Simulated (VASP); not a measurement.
A run of VASP 6.6.1 is set up as follows.

The input INCAR:

```
SYSTEM = P
PREC     = Accurate       ! precision mode
ENCUT    = 520            ! plane-wave cutoff, eV
EDIFF    = 1E-6           ! SCF threshold, eV
ISMEAR   = 0              ! smearing method
SIGMA    = 0.1            ! smearing width, eV
LREAL    = .False.        ! projectors in reciprocal space
LASPH    = .True.         ! aspherical terms in the spheres
NELM     = 60             ! most SCF steps
ALGO     = Normal         ! electronic algorithm
ISIF     = 2              ! what is computed and relaxed
LWAVE    = .False.        ! write WAVECAR
LCHARG   = .True.         ! write CHGCAR
GGA      = PS             ! functional
LELF     = .True.         ! ELF
LVHAR    = .True.       
NBANDS   = 12             ! bands
```

Contents of KPOINTS:

```
Automatic mesh
0
Gamma
  16 16 16
  0 0 0
```

The input POSCAR:

```
P
1.0
   -1.7026803484      2.4681804746      1.7788860228
    1.7026803484     -2.4681804746      1.7788860228
    1.7026803484      2.4681804746     -1.7788860228
P
2
Direct
    0.7871109934      0.0371109934      0.7500000000
    0.2128890066      0.9628890066      0.2500000000
```

Potentials or basis: VASP PAW PBE potentials, release 64 (P).

Run with:

```bash
$ cat potpaw_PBE.64/P/POTCAR > POTCAR
$ mpirun -np 1 vasp_std > vasp.out
```

(1) Predict the largest force.

(2) Predict the band gap on the k mesh.

Results:

(1) 0.030 eV/Å.

(2) zero (bands 5 and 6 overlap by 1.41 eV).

Caveat: the PAW data sets were made with another functional, which shifts forces and pressure a little.
